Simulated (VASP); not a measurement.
# Re in VASP: notebook

The runs below take Re through single point, with PBE.

Program: VASP 6.6.1. These are calculated values, not measurements. Logs are shortened: lines on timing, memory, paths and dates and some standing lists are left out, and cuts for length are marked.

## 1. The cell of the first run

Symmetry: I4/mmm, No. 139, tetragonal system. The conventional cell has a = 2.769 Å, b = 2.769 Å, c = 4.238 Å, α = 90.00°, β = 90.00°, γ = 90.00°. Re (site symmetry 4/mmm) has 12 Re at 2.77 to 2.89 Å within 3.6 Å.

## 2. Single point, PBE (normal strain along x +0.0000, normal strain along z +0.0825)

File INCAR:

```
ALGO = Normal
EDIFF = 1E-6
ENCUT = 520
GGA = PE
ISIF = 2
ISMEAR = 0
LASPH = True
LCHARG = False
LREAL = False
LWAVE = False
NBANDS = 10
NELM = 100
PREC = Accurate
SIGMA = 0.15
```

File KPOINTS:

```
k-points
0
Gamma
  10 10 10
```

File POSCAR:

```
Re
1.0
    0.0000000000      1.9577236186      2.1192358171
    1.9577236186      0.0000000000      2.1192358171
    1.9577236186      1.9577236186      0.0000000000
Re
1
Direct
    0.0000000000      0.0000000000      0.0000000000
```

Potentials or basis: VASP PAW PBE potentials, release 64 (Re).

On the command line:

```sh
$ cat potpaw_PBE.64/Re/POTCAR > POTCAR
$ mpirun -np 1 vasp_std > vasp.out
```

OUTCAR:

```text
EDIFF = 1E-6
   ENCUT = 520
   GGA = PE
   ISIF = 2
   ISMEAR = 0
   LASPH = True
   LREAL = False
   NELM = 100
   PREC = Accurate

 ion  position               nearest neighbor table
   1  0.000  0.000  0.000-

  LATTYP: Found a body centered tetragonal cell.
 ALAT       =     2.7686392928
 C/A-ratio  =     1.5308861812

  Lattice vectors:

 A1 = (  -1.9577236186,   0.0000000000,   2.1192358171)
 A2 = (   1.9577236186,   0.0000000000,   2.1192358171)
 A3 = (   0.0000000000,   1.9577236186,  -2.1192358171)

Analysis of symmetry for initial positions (statically):
=====================================================================
 Subroutine PRICEL returns:
 Original cell was already a primitive cell.

 Routine SETGRP: Setting up the symmetry group for a
 body centered tetragonal supercell.

 Subroutine GETGRP returns: Found 16 space group operations
 (whereof 16 operations were pure point group operations)
 out of a pool of 16 trial point group operations.

The static configuration has the point symmetry D_4h.

Analysis of symmetry for dynamics (positions and initial velocities):
=====================================================================
 Subroutine PRICEL returns:
 Original cell was already a primitive cell.

 Routine SETGRP: Setting up the symmetry group for a
 body centered tetragonal supercell.

 Subroutine GETGRP returns: Found 16 space group operations
 (whereof 16 operations were pure point group operations)
 out of a pool of 16 trial point group operations.

The dynamic configuration has the point symmetry D_4h.

 Subroutine INISYM returns: Found 16 space group operations
 (whereof 16 operations are pure point group operations),
 and found     1 'primitive' translations

----------------------------------------------------------------------------------------

                                     Primitive cell

  volume of cell :      16.2447

  direct lattice vectors                    reciprocal lattice vectors
     0.000000000  1.957723619  2.119235817    -0.255398666  0.255398666  0.235934102
     1.957723619  0.000000000  2.119235817     0.255398666 -0.255398666  0.235934102
     1.957723619  1.957723619  0.000000000     0.255398666  0.255398666 -0.235934102

  length of vectors
     2.885106968  2.885106968  2.768639293     0.431418425  0.431418425  0.431418425

  position of ions in fractional coordinates (direct lattice)
     0.000000000  0.000000000  0.000000000

  ion indices of the primitive-cell ions
   primitive index   ion index
                 1           1

----------------------------------------------------------------------------------------

 KPOINTS: k-points

Automatic generation of k-mesh.
 Grid dimensions read from file:
 generate k-points for:   10   10   10

 Generating k-lattice:

  Cartesian coordinates                     Fractional coordinates (reciprocal lattice)
    -0.025539867  0.025539867  0.023593410     0.100000000  0.000000000  0.000000000
     0.025539867 -0.025539867  0.023593410     0.000000000  0.100000000  0.000000000
     0.025539867  0.025539867 -0.023593410    -0.000000000 -0.000000000  0.100000000

  Length of vectors
     0.043141843  0.043141843  0.043141843

  Shift w.r.t. Gamma in fractional coordinates (k-lattice)
     0.000000000  0.000000000  0.000000000

 Subroutine IBZKPT returns following result:
 ===========================================

 Found    102 irreducible k-points:

 Following reciprocal coordinates:
            Coordinates               Weight
  0.000000  0.000000  0.000000      1.000000
  0.100000  0.000000  0.000000      8.000000
  0.200000  0.000000  0.000000      8.000000
  0.300000  0.000000  0.000000      8.000000
  0.400000  0.000000  0.000000      8.000000
  0.500000  0.000000  0.000000      4.000000
[... 16 lines left out ...]
  0.300000  0.300000  0.000000      2.000000
  0.400000  0.300000  0.000000      8.000000
 [... further k-points ...]
   k-points           NKPTS =    102   k-points in BZ     NKDIM =    102   number of bands    NBANDS=     10
   number of dos      NEDOS =    301   number of ions     NIONS =      1
   total plane-waves  NPLWV =  13824
   dimension x,y,z NGX =    24 NGY =   24 NGZ =   24
   dimension x,y,z NGXF=    48 NGYF=   48 NGZF=   48
   ions per type =               1
   NGX,Y,Z   is equivalent  to a cutoff of  13.83, 13.83, 14.41 a.u.
   NGXF,Y,Z  is equivalent  to a cutoff of  27.66, 27.66, 28.82 a.u.
 SYSTEM =  unknown system
   PREC   = accura    normal or accurate (medium, high low for compatibility)
   ISTART =      0    job   : 0-new  1-cont  2-samecut
   ICHARG =      2    charge: 1-file 2-atom 10-const
   ISPIN  =      1    spin polarized calculation?
   LNONCOLLINEAR =      F non collinear calculations
   LSORBIT =      F    spin-orbit coupling
   LASPH  =      T    aspherical Exc in radial PAW
   ENCUT  =  520.0 eV  38.22 Ry    6.18 a.u.   5.36  5.36  5.15*2*pi/ulx,y,z
   NELM   =    100;   NELMIN=  2; NELMDL= -5     # of ELM steps
   EDIFF  = 0.1E-05   stopping-criterion for ELM
   LREAL  =      F    real-space projection
   EDIFFG = 0.1E-04   stopping-criterion for IOM
   NSW    =      0    number of steps for IOM
   IBRION =     -1    ionic relax: 0-MD 1-quasi-New 2-CG
   NFREE  =      0    steps in history (QN), initial steepest desc. (CG)
   ISIF   =      2    stress and relaxation
   ISYM   =      2    0-nonsym 1-usesym 2-fastsym
   POTIM  = 0.5000    time-step for ionic-motion
   TEBEG  =    0.0;   TEEND  =   0.0 temperature during run
   PSTRESS=    0.0 pullay stress
   NELECT =       7.0000    total number of electrons
   NUPDOWN=      -1.0000    fix difference up-down
   EMIN   =  10.00;   EMAX   =-10.00  energy-range for DOS
   EFERMI =   0.00;   METHOD = LEGACY
   ISMEAR =     0;   SIGMA  =   0.15  broadening in eV -4-tet -1-fermi 0-gaus
   EFERMI_NEDOS =   21; number of points for ismear=-14 and -15
   IALGO  =     38    algorithm
   IMIX   =      4    mixing-type and parameters
     AMIX     =   0.40;   BMIX     =  1.00
     AMIX_MAG =   1.60;   BMIX_MAG =  1.00
  volume/ion in A,a.u.               =      16.24       109.62
  Fermi-wavevector in a.u.,A,eV,Ry     =   1.236527  2.336697 20.803284  1.528998
  Thomas-Fermi vector in A             =   2.371132
   LORBIT       =      0    0 simple, 1 ext, 2 COOP (PROOUT), +10 PAW based schemes
   GGA     = PE    functional components
   LHFCALC =     F    Hartree Fock is set to
   AEXX    =    0.0000 exact exchange contribution
   IVDW    =     0    specifies the selected vdW correction
   LEPSILON=     F    determine dielectric tensor
   LRPA    =     F    only Hartree local field effects (RPA)
 non-spin polarized calculation
 Gauss-broadening in eV      SIGMA  =   0.15
  energy-cutoff  :      520.00
  volume of cell :       16.24
 maximum number of plane-waves:       445
 NGX is ok and might be reduce to    24
   NGX = 11   NGY = 11   NGZ = 11

 number of electron       7.0000000 magnetization

 Free energy of the ion-electron system (eV)
  ---------------------------------------------------
  ext. energy  EPLUGINS =         0.00000000
  ---------------------------------------------------
  free energy    TOTEN  =       -12.21814792 eV

  energy without entropy =      -12.20698260  energy(sigma->0) =      -12.21256526

 E-fermi :   6.9950     XC(G=0): -13.1872

 val. band max:        6.9736704830   @ k =   0.4000   0.4000   0.0000
 cond. band min:       7.0080966104   @ k =  -0.3000   0.1000   0.3000
 fundamental gap:      0.0344261274
 Fermi energy:         6.9949707455

 k-point     1 :       0.0000    0.0000    0.0000
  band No.  band energies     occupation
      1      -2.4688      2.00000
      2       4.6321      2.00000
      3       5.7012      2.00000
      4       5.7012      2.00000
      5       7.2624      0.01169
      6       8.7256      0.00000
      7      20.8765      0.00000
      8      24.4007      0.00000
      9      26.6801      0.00000
     10      26.6801      0.00000

 k-point     2 :       0.1000    0.0000    0.0000
  band No.  band energies     occupation
      1      -2.0578      2.00000
      2       4.6919      2.00000
      3       5.5407      2.00000
      4       5.8837      2.00000
      5       7.2209      0.03320
      6       8.5335      0.00000
      7      21.6235      0.00000
      8      23.9837      0.00000
      9      25.9376      0.00000
     10      27.4368      0.00000

 k-point     3 :       0.2000    0.0000    0.0000
  band No.  band energies     occupation
      1      -0.9705      2.00000
      2       4.5690      2.00000
      3       5.3438      2.00000
      4       6.2200      2.00000
      5       7.5165      0.00000
      6       8.2901      0.00000
      7      21.6163      0.00000
      8      23.3659      0.00000
      9      27.5720      0.00000
     10      29.4711      0.00000

 k-point     4 :       0.3000    0.0000    0.0000
  band No.  band energies     occupation
      1       0.2202      2.00000
      2       4.7380      2.00000
      3       5.0650      2.00000
      4       6.1472      2.00000
      5       8.5762      0.00000
      6       8.7158      0.00000
      7      19.3911      0.00000
      8      22.7907      0.00000
      9      29.2569      0.00000
     10      30.0418      0.00000
[... 222 lines left out ...]
 k-point    22 :      -0.2000    0.2000    0.0000
  band No.  band energies     occupation
      1       1.1615      2.00000
      2       3.7452      2.00000
      3       4.9142      2.00000
      4       6.9113      1.57007
      5       7.3868      0.00022
      6      10.4978      0.00000
      7      19.7333      0.00000
      8      23.3440      0.00000
      9      25.5960      0.00000
     10      26.2473      0.00000

 k-point    23 :       0.3000    0.3000    0.0000
  band No.  band energies     occupation
      1       0.7088      2.00000
      2       2.6342      2.00000
      3       5.3704      2.00000
      4       8.3677      0.00000
      5       8.3677      0.00000
      6       9.7040      0.00000
      7      23.3347      0.00000
      8      23.4739      0.00000
      9      23.4739      0.00000
     10      26.9622      0.00000

 k-point    24 :       0.4000    0.3000    0.0000
  band No.  band energies     occupation
      1       1.2239      2.00000
      2       2.4915      2.00000
      3       5.4672      2.00000
      4       8.6574      0.00000
      5       9.7735      0.00000
      6      10.1498      0.00000
      7      19.8813      0.00000
      8      22.0475      0.00000
      9      22.4555      0.00000
     10      27.8483      0.00000

 [... further k-points ...]
[... 5 lines left out ...]
  --------------------------------------------------------------------------------------
  -------------------------------------------------------------------------------------
  Total       -1.7889292     -1.7889292     -3.7916658      0.0000000      0.0000000     -0.0000000
  in kB     -176.4378287   -176.4378287   -373.9629652      0.0000000      0.0000000     -0.0000000
  external PRESSURE =    -242.2795409 kB  Pullay stress =       0.0000000 kB

 VOLUME and BASIS-vectors are now :
 -----------------------------------------------------------------------------
  energy-cutoff  :      520.00
  volume of cell :       16.24
      direct lattice vectors                 reciprocal lattice vectors
     0.000000000  1.957723619  2.119235817    -0.255398666  0.255398666  0.235934102
     1.957723619  0.000000000  2.119235817     0.255398666 -0.255398666  0.235934102
     1.957723619  1.957723619  0.000000000     0.255398666  0.255398666 -0.235934102

 POSITION                                       TOTAL-FORCE (eV/Angst)
 -----------------------------------------------------------------------------------
      0.00000      0.00000      0.00000         0.000000     -0.000000      0.000000
 -----------------------------------------------------------------------------------
    total drift:                               -0.000000      0.000000     -0.000000

  FREE ENERGIE OF THE ION-ELECTRON SYSTEM (eV)
  ---------------------------------------------------
  free  energy   TOTEN  =       -12.2181479174 eV

  energy  without entropy=      -12.2069826040  energy(sigma->0) =      -12.21256526
```

Run time: 9.9 s. Hardware: 1 thread of Intel Xeon Platinum 8488C (Sapphire Rapids), shared host; peak memory 0.15 GiB.

Results:

| Item | Value |
| --- | --- |
| Free energy | -12.2181 eV |
| Pressure | -24.2 GPa |

Caveat: the cell differs from its parent crystal (normal strain along x +0.0000, normal strain along z +0.0825); spin-orbit coupling is left out, which moves the levels of the heavy elements.

## 3. Single point, PBE (normal strain along x -0.0550, normal strain along z -0.0275)

File INCAR:

```
SYSTEM = Re
  PREC = Accurate
  ENCUT = 520
  EDIFF = 1E-7
  ISMEAR = 0
  SIGMA = 0.15
  LREAL = .False.
  LASPH = .True.
  NELM = 60
  ALGO = Normal
  ISIF = 2
  LWAVE = .False.
  LCHARG = .False.
  GGA = PE
  NBANDS = 10
```

File KPOINTS:

```
regular mesh
0
Gamma
  10 10 10
  0 0 0
```

File POSCAR:

```
Re
1.0
    0.0000000000      1.9577236186      1.9038862191
    1.8500488196      0.0000000000      1.9038862191
    1.8500488196      1.9577236186      0.0000000000
Re
1
Direct
    0.0000000000      0.0000000000      0.0000000000
```

Potentials or basis: VASP PAW PBE potentials, release 64 (Re).

On the command line:

```sh
$ cat potpaw_PBE.64/Re/POTCAR > POTCAR
$ mpirun -np 1 vasp_std > vasp.out
```

Wall time 14 s (1 thread of Intel Xeon Platinum 8488C (Sapphire Rapids), shared host); peak memory 0.14 GiB.

It converged, with:

| Property | Result |
| --- | --- |
| Free energy | -12.2263 eV |
| Pressure | 37.2 GPa |

Stress tensor (GPa, compression positive):
```
46.72  0.00  0.00
 0.00 27.40  0.00
 0.00  0.00 37.33
```

Levels at points of the mesh, in eV from the Fermi level:
```tsv
k point	band 1	band 2	band 3	band 4	band 5	band 6
(0.00, 0.00, 0.00)	-10.64	-2.57	-2.12	-1.69	0.80	1.88
(0.50, 0.00, 0.00)	-7.42	-2.79	-1.96	0.31	3.94	4.43
(0.50, 0.50, 0.00)	-7.49	-6.53	3.08	4.05	4.52	5.50
(0.50, 0.00, 0.50)	-7.50	-6.50	2.47	4.18	4.77	5.20
(0.00, 0.50, 0.50)	-7.47	-6.62	3.74	4.09	4.77	5.31
```

Caveat: the cell differs from its parent crystal (normal strain along x -0.0550, normal strain along z -0.0275); spin-orbit coupling is left out, which moves the levels of the heavy elements.

## 4. Single point, PBE (normal strain along x -0.0275, normal strain along z +0.0275)

File INCAR:

```
ALGO = Normal ; EDIFF = 1E-7
ENCUT = 520 ; GGA = PE
ISIF = 2 ; ISMEAR = 0
LASPH = True ; LCHARG = False
LREAL = False ; LWAVE = False
NBANDS = 10 ; NELM = 60
PREC = Accurate ; SIGMA = 0.15
```

File KPOINTS:

```
k-points
0
Gamma
  10 10 10
```

File POSCAR:

```
Re
1.0
    0.0000000000      1.9577236186      2.0115610181
    1.9038862191      0.0000000000      2.0115610181
    1.9038862191      1.9577236186      0.0000000000
Re
1
Direct
    0.0000000000      0.0000000000      0.0000000000
```

On the command line:

```sh
$ cat potpaw_PBE.64/Re/POTCAR > POTCAR
$ mpirun -np 1 vasp_std > vasp.out
```

It took 13 s on 1 thread of Intel Xeon Platinum 8488C (Sapphire Rapids), shared host; peak memory 0.15 GiB.

The run converged. Its results:

| Property | Result |
| --- | --- |
| Free energy | -12.3565 eV |
| Pressure | -0.3 GPa |

Stress tensor (GPa, compression positive):
```
 7.76  0.00  0.00
 0.00 -0.32  0.00
 0.00  0.00 -8.32
```

Levels at points of the mesh, in eV from the Fermi level:
```tsv
k point	band 1	band 2	band 3	band 4	band 5	band 6	band 7
(0.00, 0.00, 0.00)	-10.05	-2.28	-1.88	-1.50	0.71	1.63	13.89
(0.50, 0.00, 0.00)	-6.78	-2.46	-1.73	0.15	3.46	3.87	9.68
(0.50, 0.50, 0.00)	-6.74	-5.80	2.12	3.65	4.17	4.54	11.98
(0.50, 0.00, 0.50)	-6.71	-5.82	2.68	3.54	3.97	4.80	11.72
(0.00, 0.50, 0.50)	-6.68	-5.90	3.27	3.58	4.18	4.64	11.43
```

Caveat: the cell differs from its parent crystal (normal strain along x -0.0275, normal strain along z +0.0275); spin-orbit coupling is left out, which moves the levels of the heavy elements.

## 5. Summary

```csv
cell,gap on the mesh (eV),pressure (GPa)
"a = 2.885, b = 2.885, c = 2.769 Å, angles 61.3, 61.3, 57.3°, 1 atom",none,-24.2
"a = 2.731, b = 2.655, c = 2.694 Å, angles 61.4, 58.6, 60.0°, 1 atom",none,37.2
"a = 2.807, b = 2.770, c = 2.731 Å, angles 61.4, 60.0, 58.6°, 1 atom",none,-0.3
```

Alike in all rows: task single point; level PBE; potentials or basis VASP PAW PBE potentials, release 64 (Re); no spin polarisation; k mesh 10 × 10 × 10; cutoff (eV) 520; smearing gaussian 0.15 eV.

Caveats: spin-orbit coupling is left out, which moves the levels of the heavy elements.

Absolute energies hang on the potentials; compare differences alone.
